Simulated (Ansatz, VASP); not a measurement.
**Two plane-wave programs on Na**

```
Na
1.0
     3.43853    0.00000    0.00000
     0.00000    3.43853    0.00000
     0.00000    0.00000    3.43853
Na
1
Direct
  0.00000 0.00000 0.00000
```

Alike in both runs: task single point; functional revPBE; k mesh 10 × 10 × 10; occupations fermi-dirac, width 0.1 eV; no spin polarisation.

|  | VASP | Ansatz |
| --- | --- | --- |
| version | VASP 6.6.1 | Ansatz 0.2.0 |
| potentials or method | VASP PAW PBE potentials, release 64 (Na_pv), cutoff 500 eV | plane waves (420 eV) with PAW, scalar-relativistic |
| valence electrons in the cell | 7 | 9 |

|  | VASP | Ansatz | Ansatz less VASP |
| --- | --- | --- | --- |
| pressure (GPa) | 0.2 | 0.2 | +0.03 |

VASP's potentials were made for PBE, not for revPBE. With one functional, cell and mesh, what is left measures potentials, basis and numerics. VASP's potentials hold 7 valence electrons a cell and Ansatz's 9, so a difference there can come from the potentials and not from the codes.
